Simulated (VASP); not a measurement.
# CdSbAu2Cl6 (Fm-3m) in VASP: single point with PBE

Aim: the single point of CdSbAu2Cl6 with PBE.

All numbers are computed with VASP 6.6.1; they aren't measurements. Logs are shortened: lines on timing, memory, paths and dates and some standing lists are left out, and cuts for length are marked.

### 1 The cell of the first run

The structure is cubic, space group Fm-3m (No. 225). Conventional cell: a = 10.032 Å, b = 10.032 Å, c = 10.032 Å, α = 90.00°, β = 90.00°, γ = 90.00°. Au (site symmetry -43m) has 12 Cl at 3.55 Å and 4 Sb at 4.34 Å and 4 Cd at 4.34 Å within 4.7 Å. Within 3.3 Å of Sb (site symmetry m-3m) lie 6 Cl at 2.47 Å. Cd (site symmetry m-3m) has 6 Cl at 2.55 Å within 3.4 Å. Cl (site symmetry 4mm) has 1 Sb at 2.47 Å and 1 Cd at 2.55 Å within 3.3 Å.

### 2 Single point, PBE

Input file INCAR:

```
SYSTEM = CdSbAu2Cl6
PREC = Accurate
ENCUT = 520
EDIFF = 1E-6
ISMEAR = -1
SIGMA = 0.0294
LREAL = .FALSE.
LASPH = .TRUE.
NELM = 60
ALGO = Normal
ISIF = 2
LWAVE = .FALSE.
LCHARG = .FALSE.
GGA = PE
NBANDS = 52
```

Input file KPOINTS:

```
Automatic mesh
0
G
  6 6 6
  0 0 0
```

Input file POSCAR:

```
CdSbAu2Cl6
1.0
    0.0000000000      5.0160300000      5.0160300000
    5.0160300000      0.0000000000      5.0160300000
    5.0160300000      5.0160300000      0.0000000000
Au Sb Cd Cl
2 1 1 6
Direct
    0.2500000000      0.2500000000      0.2500000000
    0.7500000000      0.7500000000      0.7500000000
    0.0000000000      0.0000000000      0.0000000000
    0.5000000000      0.5000000000      0.5000000000
    0.7537300000      0.2462700000      0.2462700000
    0.2462700000      0.7537300000      0.2462700000
    0.2462700000      0.7537300000      0.7537300000
    0.7537300000      0.2462700000      0.7537300000
    0.2462700000      0.2462700000      0.7537300000
    0.7537300000      0.7537300000      0.2462700000
```

Potentials or basis: VASP PAW PBE potentials, release 64 (Au, Sb, Cd, Cl).

Launch:

```
$ cat potpaw_PBE.64/Au/POTCAR potpaw_PBE.64/Sb/POTCAR potpaw_PBE.64/Cd/POTCAR potpaw_PBE.64/Cl/POTCAR > POTCAR
$ mpirun -np 1 vasp_std > vasp.out
```

OUTCAR:

```text
SYSTEM = CdSbAu2Cl6
   PREC = Accurate
   ENCUT = 520
   EDIFF = 1E-6
   ISMEAR = -1
   LREAL = .FALSE.
   LASPH = .TRUE.
   NELM = 60
   ISIF = 2
   GGA = PE

 ion  position               nearest neighbor table
   1  0.250  0.250  0.250-
   2  0.750  0.750  0.750-
   3  0.000  0.000  0.000-   5 2.47   6 2.47   7 2.47   8 2.47   9 2.47  10 2.47
   4  0.500  0.500  0.500-   5 2.55   6 2.55   7 2.55   8 2.55   9 2.55  10 2.55
   5  0.754  0.246  0.246-   3 2.47   4 2.55
   6  0.246  0.754  0.246-   3 2.47   4 2.55
   7  0.246  0.754  0.754-   3 2.47   4 2.55
   8  0.754  0.246  0.754-   3 2.47   4 2.55
   9  0.246  0.246  0.754-   3 2.47   4 2.55
  10  0.754  0.754  0.246-   3 2.47   4 2.55

  LATTYP: Found a face centered cubic cell.
 ALAT       =    10.0320600000

  Lattice vectors:

 A1 = (   0.0000000000,   5.0160300000,   5.0160300000)
 A2 = (   5.0160300000,   0.0000000000,   5.0160300000)
 A3 = (   5.0160300000,   5.0160300000,   0.0000000000)

Analysis of symmetry for initial positions (statically):
=====================================================================
 Subroutine PRICEL returns:
 Original cell was already a primitive cell.

 Routine SETGRP: Setting up the symmetry group for a
 face centered cubic supercell.

 Subroutine GETGRP returns: Found 48 space group operations
 (whereof 48 operations were pure point group operations)
 out of a pool of 48 trial point group operations.

The static configuration has the point symmetry O_h .

Analysis of symmetry for dynamics (positions and initial velocities):
=====================================================================
 Subroutine PRICEL returns:
 Original cell was already a primitive cell.

 Routine SETGRP: Setting up the symmetry group for a
 face centered cubic supercell.

 Subroutine GETGRP returns: Found 48 space group operations
 (whereof 48 operations were pure point group operations)
 out of a pool of 48 trial point group operations.

The dynamic configuration has the point symmetry O_h .

 Subroutine INISYM returns: Found 48 space group operations
 (whereof 48 operations are pure point group operations),
 and found     1 'primitive' translations

----------------------------------------------------------------------------------------

                                     Primitive cell

  volume of cell :     252.4122

  direct lattice vectors                    reciprocal lattice vectors
     0.000000000  5.016030000  5.016030000    -0.099680425  0.099680425  0.099680425
     5.016030000  0.000000000  5.016030000     0.099680425 -0.099680425  0.099680425
     5.016030000  5.016030000  0.000000000     0.099680425  0.099680425 -0.099680425

  length of vectors
     7.093737655  7.093737655  7.093737655     0.172651560  0.172651560  0.172651560

  position of ions in fractional coordinates (direct lattice)
     0.250000000  0.250000000  0.250000000
     0.750000000  0.750000000  0.750000000
     0.000000000  0.000000000  0.000000000
     0.500000000  0.500000000  0.500000000
     0.753730000  0.246270000  0.246270000
     0.246270000  0.753730000  0.246270000
     0.246270000  0.753730000  0.753730000
     0.753730000  0.246270000  0.753730000
     0.246270000  0.246270000  0.753730000
     0.753730000  0.753730000  0.246270000

  ion indices of the primitive-cell ions
   primitive index   ion index
                 1           1
                 2           2
                 3           3
                 4           4
                 5           5
                 6           6
                 7           7
                 8           8
                 9           9
                10          10

----------------------------------------------------------------------------------------

 KPOINTS: Automatic mesh

Automatic generation of k-mesh.
 Grid dimensions read from file:
 generate k-points for:    6    6    6

 Generating k-lattice:

  Cartesian coordinates                     Fractional coordinates (reciprocal lattice)
    -0.016613404  0.016613404  0.016613404     0.166666667  0.000000000  0.000000000
     0.016613404 -0.016613404  0.016613404     0.000000000  0.166666667  0.000000000
     0.016613404  0.016613404 -0.016613404     0.000000000  0.000000000  0.166666667

  Length of vectors
     0.028775260  0.028775260  0.028775260

  Shift w.r.t. Gamma in fractional coordinates (k-lattice)
     0.000000000  0.000000000  0.000000000

 Subroutine IBZKPT returns following result:
 ===========================================

 Found     16 irreducible k-points:

 Following reciprocal coordinates:
            Coordinates               Weight
  0.000000  0.000000  0.000000      1.000000
  0.166667  0.000000  0.000000      8.000000
  0.333333  0.000000  0.000000      8.000000
  0.500000  0.000000  0.000000      4.000000
  0.166667  0.166667  0.000000      6.000000
  0.333333  0.166667  0.000000     24.000000
[... 8 lines left out ...]
 -0.333333  0.333333  0.166667     24.000000
 -0.333333  0.500000  0.166667     12.000000
   k-points           NKPTS =     16   k-points in BZ     NKDIM =     16   number of bands    NBANDS=     52
   number of dos      NEDOS =    301   number of ions     NIONS =     10
   total plane-waves  NPLWV = 157464
   dimension x,y,z NGX =    54 NGY =   54 NGZ =   54
   dimension x,y,z NGXF=   108 NGYF=  108 NGZF=  108
   ions per type =               2   1   1   6
   NGX,Y,Z   is equivalent  to a cutoff of  12.66, 12.66, 12.66 a.u.
   NGXF,Y,Z  is equivalent  to a cutoff of  25.31, 25.31, 25.31 a.u.
 SYSTEM =  CdSbAu2Cl6
   PREC   = accura    normal or accurate (medium, high low for compatibility)
   ISTART =      0    job   : 0-new  1-cont  2-samecut
   ICHARG =      2    charge: 1-file 2-atom 10-const
   ISPIN  =      1    spin polarized calculation?
   LNONCOLLINEAR =      F non collinear calculations
   LSORBIT =      F    spin-orbit coupling
   LASPH  =      T    aspherical Exc in radial PAW
   ENCUT  =  520.0 eV  38.22 Ry    6.18 a.u.  13.19 13.19 13.19*2*pi/ulx,y,z
   NELM   =     60;   NELMIN=  2; NELMDL= -5     # of ELM steps
   EDIFF  = 0.1E-05   stopping-criterion for ELM
   LREAL  =      F    real-space projection
   EDIFFG = 0.1E-04   stopping-criterion for IOM
   NSW    =      0    number of steps for IOM
   IBRION =     -1    ionic relax: 0-MD 1-quasi-New 2-CG
   NFREE  =      0    steps in history (QN), initial steepest desc. (CG)
   ISIF   =      2    stress and relaxation
   ISYM   =      2    0-nonsym 1-usesym 2-fastsym
   POTIM  = 0.5000    time-step for ionic-motion
   TEBEG  =    0.0;   TEEND  =   0.0 temperature during run
   PSTRESS=    0.0 pullay stress
   NELECT =      81.0000    total number of electrons
   NUPDOWN=      -1.0000    fix difference up-down
   EMIN   =  10.00;   EMAX   =-10.00  energy-range for DOS
   EFERMI =   0.00;   METHOD = LEGACY
   ISMEAR =    -1;   SIGMA  =   0.03  broadening in eV -4-tet -1-fermi 0-gaus
   EFERMI_NEDOS =   21; number of points for ismear=-14 and -15
   IALGO  =     38    algorithm
   IMIX   =      4    mixing-type and parameters
     AMIX     =   0.40;   BMIX     =  1.00
     AMIX_MAG =   1.60;   BMIX_MAG =  1.00
  volume/ion in A,a.u.               =      25.24       170.34
  Fermi-wavevector in a.u.,A,eV,Ry     =   1.120813  2.118029 17.091926  1.256221
  Thomas-Fermi vector in A             =   2.257462
   LORBIT       =      0    0 simple, 1 ext, 2 COOP (PROOUT), +10 PAW based schemes
   GGA     = PE    functional components
   LHFCALC =     F    Hartree Fock is set to
   AEXX    =    0.0000 exact exchange contribution
   IVDW    =     0    specifies the selected vdW correction
   LEPSILON=     F    determine dielectric tensor
   LRPA    =     F    only Hartree local field effects (RPA)
 non-spin polarized calculation
  energy-cutoff  :      520.00
  volume of cell :      252.41
 maximum number of plane-waves:      6855
 NGX is ok and might be reduce to    54
   NGX = 27   NGY = 27   NGZ = 27

 number of electron      80.9999994 magnetization

 Free energy of the ion-electron system (eV)
  ---------------------------------------------------
  ext. energy  EPLUGINS =         0.00000000
  ---------------------------------------------------
  free energy    TOTEN  =       -23.19757144 eV

  energy without entropy =      -23.18988759  energy(sigma->0) =      -23.19372951

 E-fermi :   3.0277     XC(G=0):  -9.1034

 val. band max:        3.0071996800   @ k =   0.3333   0.0000   0.0000
 cond. band min:       3.1232612267   @ k =   0.5000   0.0000   0.0000
 fundamental gap:      0.1160615467
 Fermi energy:         3.0277017680

 k-point     1 :       0.0000    0.0000    0.0000
  band No.  band energies     occupation
      1     -13.5378      2.00000
      2     -12.5321      2.00000
      3     -12.5321      2.00000
      4     -12.5321      2.00000
      5     -12.2300      2.00000
      6     -12.2300      2.00000
[... 44 lines left out ...]
     51       9.9075      0.00000
     52       9.9075      0.00000

 k-point     2 :       0.1667    0.0000    0.0000
  band No.  band energies     occupation
      1     -13.5003      2.00000
      2     -12.5930      2.00000
      3     -12.5281      2.00000
      4     -12.5281      2.00000
      5     -12.2343      2.00000
      6     -12.2343      2.00000
[... 44 lines left out ...]
     51       9.7251      0.00000
     52       9.7251      0.00000
[... 713 lines left out ...]
     51       8.9838      0.00000
     52       9.0318      0.00000

 k-point    16 :      -0.3333    0.5000    0.1667
  band No.  band energies     occupation
      1     -13.3310      2.00000
      2     -12.6734      2.00000
      3     -12.5526      2.00000
      4     -12.5453      2.00000
      5     -12.3801      2.00000
      6     -12.2329      2.00000
[... 44 lines left out ...]
     51       8.8713      0.00000
     52       8.8806      0.00000

------------------------ aborting loop because EDIFF is reached ----------------------------------------

  FORCE on cell =-STRESS in cart. coord.  units (eV):
  Direction    XX          YY          ZZ          XY          YZ          ZX
  --------------------------------------------------------------------------------------
  -------------------------------------------------------------------------------------
  Total        9.7297121      9.7297121      9.7297121      0.0000000      0.0000000      0.0000000
  in kB       61.7589924     61.7589924     61.7589924      0.0000000      0.0000000      0.0000000
  external PRESSURE =      61.7589924 kB  Pullay stress =       0.0000000 kB

 VOLUME and BASIS-vectors are now :
 -----------------------------------------------------------------------------
  energy-cutoff  :      520.00
  volume of cell :      252.41
      direct lattice vectors                 reciprocal lattice vectors
     0.000000000  5.016030000  5.016030000    -0.099680425  0.099680425  0.099680425
     5.016030000  0.000000000  5.016030000     0.099680425 -0.099680425  0.099680425
     5.016030000  5.016030000  0.000000000     0.099680425  0.099680425 -0.099680425

 POSITION                                       TOTAL-FORCE (eV/Angst)
 -----------------------------------------------------------------------------------
      2.50801      2.50801      2.50801        -0.000000     -0.000000      0.000000
      7.52404      7.52404      7.52404        -0.000000     -0.000000      0.000000
      0.00000      0.00000      0.00000        -0.000000     -0.000000      0.000000
      5.01603      5.01603      5.01603        -0.000000     -0.000000     -0.000000
      2.47060      5.01603      5.01603         0.967210     -0.000000      0.000000
      5.01603      2.47060      5.01603        -0.000000      0.967210      0.000000
      7.56146      5.01603      5.01603        -0.967210     -0.000000      0.000000
      5.01603      7.56146      5.01603        -0.000000     -0.967210      0.000000
      5.01603      5.01603      2.47060        -0.000000     -0.000000      0.967210
      5.01603      5.01603      7.56146        -0.000000     -0.000000     -0.967210
 -----------------------------------------------------------------------------------
    total drift:                                0.000000      0.000000      0.000000

  FREE ENERGIE OF THE ION-ELECTRON SYSTEM (eV)
  ---------------------------------------------------
  free  energy   TOTEN  =       -23.1975714390 eV

  energy  without entropy=      -23.1898875853  energy(sigma->0) =      -23.19372951
```

Run time: 3.6 min. Hardware: 1 thread of Intel Xeon Platinum 8375C at 2.90GHz (Ice Lake), shared host; peak memory 0.51 GiB.

What came out:

```
Free energy            : -23.1976 eV
Pressure               : 6.2 GPa
Largest force          : 0.967 eV/Å
Band gap on the k mesh : zero (an odd number of electrons rules out a gap without spin polarisation)
```

Forces in eV/Å, atoms in the order of the input:
```
Au   0.000  0.000  0.000
Au   0.000  0.000  0.000
Sb   0.000  0.000  0.000
Cd   0.000  0.000  0.000
Cl   0.967  0.000  0.000
Cl   0.000  0.967  0.000
Cl  -0.967  0.000  0.000
Cl   0.000 -0.967  0.000
Cl   0.000  0.000  0.967
Cl   0.000  0.000 -0.967
```

Levels at points of the mesh, in eV from the Fermi level:
```csv
k point,band 38,band 39,band 40,band 41,band 42,band 43
"(0.00, 0.00, 0.00)",-1.94,-1.86,-1.86,-0.96,-0.62,2.49
"(0.50, 0.00, 0.00)",-1.57,-1.57,-1.10,0.10,0.23,0.92
"(0.50, 0.50, 0.00)",-1.55,-1.55,-0.08,0.43,0.48,3.13
```

Caveat: the cell stands under pressure; spin-orbit coupling is left out, which moves the levels of the heavy elements; an odd number of electrons without spin polarisation forces a metal; a magnetic or distorted state may lie lower.

The gap in the log of VASP goes by the Fermi energy; the results here count the filled bands.